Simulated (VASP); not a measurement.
NiO:

```
Ni O
1.0
     0.00000    2.05771    2.05771
     2.05771    0.00000    2.05771
     2.05771    2.05771    0.00000
Ni O
1 1
Direct
  0.00000 0.00000 0.00000
  0.50000 0.50000 0.50000
```

Base run:

| Item | Value |
| --- | --- |
| Program | VASP 6.6.1 |
| Functional | b88 exchange, pbe correlation |
| Potentials or basis | VASP PAW PBE potentials, release 64 (Ni, O) |
| Cutoff | 600 eV |
| k mesh | 11 × 11 × 11 |
| Occupations | fermi-dirac, width 0.05 eV |
| Spin | collinear spin, ferromagnetic start |
| Starting moments | [1.0, 0.0] μB |

Its results: pressure 12.6 GPa; net moment 1.55 μB per cell; site moments Ni +1.29; O +0.22 μB.

Q: The run is repeated on the same cell with these changes: functional from b88 exchange, pbe correlation to r2SCAN0; cutoff from 600 eV to 520 eV; k mesh from 11 × 11 × 11 to 6 × 6 × 6. What comes out?

A: Pressure 10.6 GPa; net moment 2.00 μB per cell; site moments Ni +1.77; O +0.21 μB.

Several settings changed at once.

Caveats: some runs use coarse meshes; the PAW data sets were made with another functional, which shifts forces and pressure a little; a cell with one magnetic atom can't hold antiferromagnetic order, which such compounds often take; the cell stands under pressure (at least some runs).
